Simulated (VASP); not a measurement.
# TiC (Fm-3m) in VASP: notebook

TiC is run at these levels: LDA; tasks: single point.

All numbers are computed with VASP 6.6.1; they aren't measurements. Logs are shortened: lines on timing, memory, paths and dates and some standing lists are left out, and cuts for length are marked.

**1. The cell of the first run**

Symmetry: Fm-3m, No. 225, cubic system. The conventional cell has a = 4.273 Å, b = 4.273 Å, c = 4.273 Å, α = 90.00°, β = 90.00°, γ = 90.00°. Within 2.8 Å of Ti (site symmetry m-3m) lie 6 C at 2.14 Å. C (site symmetry m-3m) has 6 Ti at 2.14 Å within 2.8 Å.

**2. Single point, LDA (volume scaled by 0.96)**

Contents of INCAR:

```
SYSTEM = TiC
PREC = Accurate
ENCUT = 520
EDIFF = 1E-6
ISMEAR = -1
SIGMA = 0.05
LREAL = .FALSE.
LASPH = .TRUE.
NELM = 80
ALGO = Normal
ISIF = 2
LWAVE = .FALSE.
LCHARG = .FALSE.
GGA = CA
NBANDS = 15
```

Contents of KPOINTS:

```
regular mesh
0
G
  11 11 11
  0 0 0
```

Contents of POSCAR:

```
TiC
1.0
    0.0000000000      2.1364487848      2.1364487848
    2.1364487848      0.0000000000      2.1364487848
    2.1364487848      2.1364487848      0.0000000000
Ti C
1 1
Direct
    0.0000000000      0.0000000000      0.0000000000
    0.5000000000      0.5000000000      0.5000000000
```

Potentials or basis: VASP PAW LDA potentials, release 64 (Ti_sv, C).

The run is started by

```bash
$ cat potpaw_LDA.64/Ti_sv/POTCAR potpaw_LDA.64/C/POTCAR > POTCAR
$ mpirun -np 1 vasp_std > vasp.out
```

OUTCAR:

```text
SYSTEM = TiC
   PREC = Accurate
   ENCUT = 520
   EDIFF = 1E-6
   ISMEAR = -1
   LREAL = .FALSE.
   LASPH = .TRUE.
   NELM = 80
   ISIF = 2
   GGA = CA

 ion  position               nearest neighbor table
   1  0.000  0.000  0.000-   2 2.14   2 2.14   2 2.14   2 2.14   2 2.14   2 2.14
   2  0.500  0.500  0.500-   1 2.14   1 2.14   1 2.14   1 2.14   1 2.14   1 2.14

  LATTYP: Found a face centered cubic cell.
 ALAT       =     4.2728975696

  Lattice vectors:

 A1 = (   0.0000000000,   2.1364487848,   2.1364487848)
 A2 = (   2.1364487848,   0.0000000000,   2.1364487848)
 A3 = (   2.1364487848,   2.1364487848,   0.0000000000)

Analysis of symmetry for initial positions (statically):
=====================================================================
 Subroutine PRICEL returns:
 Original cell was already a primitive cell.

 Routine SETGRP: Setting up the symmetry group for a
 face centered cubic supercell.

 Subroutine GETGRP returns: Found 48 space group operations
[... 9 lines left out ...]

 Routine SETGRP: Setting up the symmetry group for a
 face centered cubic supercell.

 Subroutine GETGRP returns: Found 48 space group operations
[... 11 lines left out ...]
                                     Primitive cell

  volume of cell :      19.5033

  direct lattice vectors                    reciprocal lattice vectors
     0.000000000  2.136448785  2.136448785    -0.234033225  0.234033225  0.234033225
     2.136448785  0.000000000  2.136448785     0.234033225 -0.234033225  0.234033225
     2.136448785  2.136448785  0.000000000     0.234033225  0.234033225 -0.234033225

  length of vectors
     3.021394847  3.021394847  3.021394847     0.405357437  0.405357437  0.405357437

  position of ions in fractional coordinates (direct lattice)
[... 8 lines left out ...]
----------------------------------------------------------------------------------------

 KPOINTS: regular mesh

Automatic generation of k-mesh.
 Grid dimensions read from file:
 generate k-points for:   11   11   11

 Generating k-lattice:

  Cartesian coordinates                     Fractional coordinates (reciprocal lattice)
    -0.021275748  0.021275748  0.021275748     0.090909091  0.000000000  0.000000000
     0.021275748 -0.021275748  0.021275748     0.000000000  0.090909091  0.000000000
     0.021275748  0.021275748 -0.021275748     0.000000000  0.000000000  0.090909091

  Length of vectors
     0.036850676  0.036850676  0.036850676

  Shift w.r.t. Gamma in fractional coordinates (k-lattice)
     0.000000000  0.000000000  0.000000000

 Subroutine IBZKPT returns following result:
 ===========================================

 Found     56 irreducible k-points:

 Following reciprocal coordinates:
            Coordinates               Weight
  0.000000  0.000000  0.000000      1.000000
  0.090909  0.000000  0.000000      8.000000
  0.181818  0.000000  0.000000      8.000000
  0.272727  0.000000  0.000000      8.000000
  0.363636  0.000000  0.000000      8.000000
  0.454545  0.000000  0.000000      8.000000
[... 16 lines left out ...]
 -0.272727  0.181818  0.000000     24.000000
 -0.181818  0.181818  0.000000     12.000000
 [... further k-points ...]
   k-points           NKPTS =     56   k-points in BZ     NKDIM =     56   number of bands    NBANDS=     15
   number of dos      NEDOS =    301   number of ions     NIONS =      2
   total plane-waves  NPLWV =  13824
   dimension x,y,z NGX =    24 NGY =   24 NGZ =   24
   dimension x,y,z NGXF=    48 NGYF=   48 NGZF=   48
   ions per type =               1   1
   NGX,Y,Z   is equivalent  to a cutoff of  13.21, 13.21, 13.21 a.u.
   NGXF,Y,Z  is equivalent  to a cutoff of  26.41, 26.41, 26.41 a.u.
 SYSTEM =  TiC
   PREC   = accura    normal or accurate (medium, high low for compatibility)
   ISTART =      0    job   : 0-new  1-cont  2-samecut
   ICHARG =      2    charge: 1-file 2-atom 10-const
   ISPIN  =      1    spin polarized calculation?
   LNONCOLLINEAR =      F non collinear calculations
   LSORBIT =      F    spin-orbit coupling
   LASPH  =      T    aspherical Exc in radial PAW
   ENCUT  =  520.0 eV  38.22 Ry    6.18 a.u.   5.62  5.62  5.62*2*pi/ulx,y,z
   NELM   =     80;   NELMIN=  2; NELMDL= -5     # of ELM steps
   EDIFF  = 0.1E-05   stopping-criterion for ELM
   LREAL  =      F    real-space projection
   EDIFFG = 0.1E-04   stopping-criterion for IOM
   NSW    =      0    number of steps for IOM
   IBRION =     -1    ionic relax: 0-MD 1-quasi-New 2-CG
   NFREE  =      0    steps in history (QN), initial steepest desc. (CG)
   ISIF   =      2    stress and relaxation
   ISYM   =      2    0-nonsym 1-usesym 2-fastsym
   POTIM  = 0.5000    time-step for ionic-motion
   TEBEG  =    0.0;   TEEND  =   0.0 temperature during run
   PSTRESS=    0.0 pullay stress
   NELECT =      16.0000    total number of electrons
   NUPDOWN=      -1.0000    fix difference up-down
   EMIN   =  10.00;   EMAX   =-10.00  energy-range for DOS
   EFERMI =   0.00;   METHOD = LEGACY
   ISMEAR =    -1;   SIGMA  =   0.05  broadening in eV -4-tet -1-fermi 0-gaus
   EFERMI_NEDOS =   21; number of points for ismear=-14 and -15
   IALGO  =     38    algorithm
   IMIX   =      4    mixing-type and parameters
     AMIX     =   0.40;   BMIX     =  1.00
     AMIX_MAG =   1.60;   BMIX_MAG =  1.00
  volume/ion in A,a.u.               =       9.75        65.81
  Fermi-wavevector in a.u.,A,eV,Ry     =   1.532542  2.896084 31.955793  2.348684
  Thomas-Fermi vector in A             =   2.639733
   LORBIT       =      0    0 simple, 1 ext, 2 COOP (PROOUT), +10 PAW based schemes
   GGA     = CA    functional components
   LHFCALC =     F    Hartree Fock is set to
   AEXX    =    0.0000 exact exchange contribution
   IVDW    =     0    specifies the selected vdW correction
   LEPSILON=     F    determine dielectric tensor
   LRPA    =     F    only Hartree local field effects (RPA)
 non-spin polarized calculation
  energy-cutoff  :      520.00
  volume of cell :       19.50
 maximum number of plane-waves:       537
   NGX = 11   NGY = 11   NGZ = 11

 number of electron      16.0000004 magnetization

 Free energy of the ion-electron system (eV)
  ---------------------------------------------------
  ext. energy  EPLUGINS =         0.00000000
  ---------------------------------------------------
  free energy    TOTEN  =       -20.53933163 eV

  energy without entropy =      -20.53666365  energy(sigma->0) =      -20.53799764

 E-fermi :   9.7808     XC(G=0): -13.1878

 val. band max:        9.7106861757   @ k =   0.4545   0.4545   0.0000
 cond. band min:       9.8587941065   @ k =   0.0909   0.0000   0.0000
 fundamental gap:      0.1481079308
 Fermi energy:         9.7807502561

 k-point     1 :       0.0000    0.0000    0.0000
  band No.  band energies     occupation
      1     -46.0421      2.00000
      2     -22.4239      2.00000
      3     -22.4239      2.00000
      4     -22.4239      2.00000
      5      -2.6715      2.00000
      6      10.3660      0.00002
      7      10.3660      0.00002
      8      10.3660      0.00002
      9      11.4653      0.00000
     10      11.4653      0.00000
     11      11.4653      0.00000
     12      11.5213      0.00000
     13      11.5213      0.00000
     14      20.9422      0.00000
     15      23.9354      0.00000

 k-point     2 :       0.0909    0.0000    0.0000
  band No.  band energies     occupation
      1     -46.0348      2.00000
      2     -22.4734      2.00000
      3     -22.4284      2.00000
      4     -22.4284      2.00000
      5      -2.4739      2.00000
      6       9.5532      1.97909
      7       9.8588      0.34704
      8       9.8588      0.34704
      9      10.7347      0.00000
     10      10.7347      0.00000
     11      11.8713      0.00000
     12      13.0472      0.00000
     13      13.0472      0.00000
     14      21.2388      0.00000
     15      24.0417      0.00000

 k-point     3 :       0.1818    0.0000    0.0000
  band No.  band energies     occupation
      1     -46.0150      2.00000
      2     -22.6044      2.00000
      3     -22.4406      2.00000
      4     -22.4406      2.00000
      5      -1.9085      2.00000
      6       8.1064      2.00000
      7       8.6883      2.00000
      8       8.6883      2.00000
      9      11.0894      0.00000
     10      11.0894      0.00000
     11      12.3385      0.00000
     12      14.6716      0.00000
     13      14.6716      0.00000
     14      21.6780      0.00000
     15      24.1428      0.00000

 k-point     4 :       0.2727    0.0000    0.0000
  band No.  band energies     occupation
      1     -45.9890      2.00000
      2     -22.7721      2.00000
      3     -22.4564      2.00000
      4     -22.4564      2.00000
      5      -1.0509      2.00000
      6       6.5366      2.00000
      7       7.7318      2.00000
      8       7.7318      2.00000
      9      11.6752      0.00000
     10      11.6752      0.00000
     11      12.8044      0.00000
     12      16.1989      0.00000
     13      16.1989      0.00000
     14      21.0170      0.00000
     15      24.8224      0.00000
[... 307 lines left out ...]
 k-point    22 :      -0.3636    0.1818    0.0000
  band No.  band energies     occupation
      1     -45.9420      2.00000
      2     -22.9288      2.00000
      3     -22.6125      2.00000
      4     -22.4942      2.00000
      5       0.5969      2.00000
      6       4.6333      2.00000
      7       6.7843      2.00000
      8       6.9577      2.00000
      9      12.3545      0.00000
     10      12.7505      0.00000
     11      13.7173      0.00000
     12      16.1359      0.00000
     13      17.9482      0.00000
     14      20.4319      0.00000
     15      24.1566      0.00000

 k-point    23 :      -0.2727    0.1818    0.0000
  band No.  band energies     occupation
      1     -45.9581      2.00000
      2     -22.8496      2.00000
      3     -22.5996      2.00000
      4     -22.4684      2.00000
      5      -0.0649      2.00000
      6       5.3898      2.00000
      7       7.0823      2.00000
      8       7.1505      2.00000
      9      11.7755      0.00000
     10      12.8263      0.00000
     11      13.6636      0.00000
     12      15.1538      0.00000
     13      18.0289      0.00000
     14      21.1756      0.00000
     15      23.7313      0.00000

 k-point    24 :      -0.1818    0.1818    0.0000
  band No.  band energies     occupation
      1     -45.9803      2.00000
      2     -22.7523      2.00000
      3     -22.5528      2.00000
      4     -22.4468      2.00000
      5      -0.8506      2.00000
      6       6.3990      2.00000
      7       7.4609      2.00000
      8       7.6955      2.00000
      9      11.2742      0.00000
     10      12.4924      0.00000
     11      13.4290      0.00000
     12      14.3557      0.00000
     13      17.3248      0.00000
     14      21.9975      0.00000
     15      23.6006      0.00000

 [... further k-points ...]
[... 5 lines left out ...]
  --------------------------------------------------------------------------------------
  -------------------------------------------------------------------------------------
  Total       -0.1992830     -0.1992830     -0.1992830      0.0000000      0.0000000     -0.0000000
  in kB      -16.3709310    -16.3709310    -16.3709310      0.0000000      0.0000000     -0.0000000
  external PRESSURE =     -16.3709310 kB  Pullay stress =       0.0000000 kB

 VOLUME and BASIS-vectors are now :
 -----------------------------------------------------------------------------
  energy-cutoff  :      520.00
  volume of cell :       19.50
      direct lattice vectors                 reciprocal lattice vectors
     0.000000000  2.136448785  2.136448785    -0.234033225  0.234033225  0.234033225
     2.136448785  0.000000000  2.136448785     0.234033225 -0.234033225  0.234033225
     2.136448785  2.136448785  0.000000000     0.234033225  0.234033225 -0.234033225

 POSITION                                       TOTAL-FORCE (eV/Angst)
 -----------------------------------------------------------------------------------
      0.00000      0.00000      0.00000        -0.000000     -0.000000     -0.000000
      2.13645      2.13645      2.13645         0.000000      0.000000      0.000000
 -----------------------------------------------------------------------------------
    total drift:                                0.000000     -0.000000     -0.000000

  FREE ENERGIE OF THE ION-ELECTRON SYSTEM (eV)
  ---------------------------------------------------
  free  energy   TOTEN  =       -20.5393316282 eV

  energy  without entropy=      -20.5366636528  energy(sigma->0) =      -20.53799764
```

Run time: 13 s. Hardware: 1 thread of Intel Xeon Platinum 8488C (Sapphire Rapids), shared host; peak memory 0.13 GiB.

Results:

```yaml
Free_energy: -20.5393 eV
Pressure: -1.6 GPa
Band_gap_on_the_k_mesh: zero (band 8 reaches 10.37 eV, above the bottom of band 9 at 9.31 eV)
```

Levels at points of the mesh, in eV from the Fermi level:
```csv
k point,band 5,band 6,band 7,band 8,band 9,band 10,band 11,band 12
"(0.00, 0.00, 0.00)",-12.45,0.59,0.59,0.59,1.68,1.68,1.68,1.74
```

**3. Single point, LDA (volume scaled by 0.98)**

Contents of INCAR:

```
SYSTEM = TiC
PREC     = Accurate       ! precision mode
ENCUT    = 520            ! plane-wave cutoff, eV
EDIFF    = 1E-7           ! SCF threshold, eV
ISMEAR   = -1             ! smearing method
SIGMA    = 0.05           ! smearing width, eV
LREAL    = .FALSE.        ! projectors in reciprocal space
LASPH    = .TRUE.         ! aspherical terms in the spheres
NELM     = 80             ! most SCF steps
ALGO     = Normal         ! electronic algorithm
ISIF     = 2              ! what is computed and relaxed
LWAVE    = .FALSE.        ! write WAVECAR
LCHARG   = .FALSE.        ! write CHGCAR
GGA      = CA             ! functional
NBANDS   = 15             ! bands
```

KPOINTS is that of step 2.

Contents of POSCAR:

```
TiC
1.0
    0.0000000000      2.1511833799      2.1511833799
    2.1511833799      0.0000000000      2.1511833799
    2.1511833799      2.1511833799      0.0000000000
Ti C
1 1
Direct
    0.0000000000      0.0000000000      0.0000000000
    0.5000000000      0.5000000000      0.5000000000
```

Potentials or basis: VASP PAW LDA potentials, release 64 (Ti_sv, C).

The run is started by

```bash
$ cat potpaw_LDA.64/Ti_sv/POTCAR potpaw_LDA.64/C/POTCAR > POTCAR
$ mpirun -np 1 vasp_std > vasp.out
```

OUTCAR:

```text
SYSTEM = TiC
   PREC = Accurate
   ENCUT = 520
   EDIFF = 1E-7
   ISMEAR = -1
   LREAL = .FALSE.
   LASPH = .TRUE.
   NELM = 80
   ISIF = 2
   GGA = CA

 ion  position               nearest neighbor table
   1  0.000  0.000  0.000-   2 2.15   2 2.15   2 2.15   2 2.15   2 2.15   2 2.15
   2  0.500  0.500  0.500-   1 2.15   1 2.15   1 2.15   1 2.15   1 2.15   1 2.15

  LATTYP: Found a face centered cubic cell.
 ALAT       =     4.3023667598

  Lattice vectors:

[... 608 lines left out ...]
      9      10.9904      0.00000
     10      12.1668      0.00000
     11      13.0984      0.00000
     12      13.9746      0.00000
     13      16.8989      0.00000
     14      21.5136      0.00000
     15      23.1697      0.00000

 [... further k-points ...]
[... 5 lines left out ...]
  --------------------------------------------------------------------------------------
  -------------------------------------------------------------------------------------
  Total       -0.8689810     -0.8689810     -0.8689810     -0.0000000     -0.0000000      0.0000000
  in kB      -69.9291976    -69.9291976    -69.9291976     -0.0000000     -0.0000000      0.0000000
  external PRESSURE =     -69.9291976 kB  Pullay stress =       0.0000000 kB

 VOLUME and BASIS-vectors are now :
 -----------------------------------------------------------------------------
  energy-cutoff  :      520.00
  volume of cell :       19.91
      direct lattice vectors                 reciprocal lattice vectors
     0.000000000  2.151183380  2.151183380    -0.232430208  0.232430208  0.232430208
     2.151183380  0.000000000  2.151183380     0.232430208 -0.232430208  0.232430208
     2.151183380  2.151183380  0.000000000     0.232430208  0.232430208 -0.232430208

 POSITION                                       TOTAL-FORCE (eV/Angst)
 -----------------------------------------------------------------------------------
      0.00000      0.00000      0.00000         0.000000      0.000000      0.000000
      2.15118      2.15118      2.15118        -0.000000      0.000000     -0.000000
 -----------------------------------------------------------------------------------
    total drift:                                0.000000     -0.000000     -0.000000

  FREE ENERGIE OF THE ION-ELECTRON SYSTEM (eV)
  ---------------------------------------------------
  free  energy   TOTEN  =       -20.5285156479 eV

  energy  without entropy=      -20.5259222927  energy(sigma->0) =      -20.52721897
```

It took 12 s on 1 thread of Intel Xeon Platinum 8488C (Sapphire Rapids), shared host; peak memory 0.14 GiB.

Results:

* Free energy: -20.5285 eV
* Pressure: -7.0 GPa
* Band gap on the k mesh: zero (band 8 reaches 10.11 eV, above the bottom of band 9 at 9.06 eV)
